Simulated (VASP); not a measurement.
GaSb: single point with PBE

GaSb:

```xyz
2
Lattice="0.0000 3.0145 3.0145 3.0145 0.0000 3.0145 3.0145 3.0145 0.0000" Properties=species:S:1:pos:R:3 pbc="T T T"
Ga    0.0000    0.0000    0.0000
Sb    1.5072    1.5072    1.5072
```

| Quantity | Value |
| --- | --- |
| Program | VASP 6.6.1 |
| Task | single point |
| Functional | PBE |
| Potentials or basis | VASP PAW PBE potentials, release 64 (Ga_d, Sb) |
| Cutoff | 500 eV |
| k mesh | 6 × 6 × 6 |
| Occupations | gaussian, width 0.01 eV |
| Spin | no spin polarisation |
| Dipole correction | no |
| Further INCAR settings | ALGO = Normal; EDIFF = 1e-06; NBANDS = 16 |

The pressure is 5.1 GPa and the band gap on the k mesh is 0.35 eV, direct.

Levels at points of the mesh, in eV from the valence-band top:
```tsv
k point	band 5	band 6	band 7	band 8	band 9	band 10	band 11	band 12	band 13	band 14
(0.00, 0.00, 0.00)	-15.08	-11.79	0.00	0.00	0.00	0.35	2.76	2.76	2.76	5.85
(0.50, 0.00, 0.00)	-15.08	-10.05	-6.59	-1.23	-1.23	0.49	3.74	3.74	6.43	9.63
(0.50, 0.50, 0.00)	-15.08	-9.15	-7.03	-2.73	-2.73	0.85	1.16	8.97	8.97	10.44
```

Run time: 35 s on 1 thread of Intel Xeon 8259CL (shared host), peak memory 0.18 GiB.

Caveat: spin-orbit coupling is left out, which moves the levels of the heavy elements. A k mesh can miss the band edges.
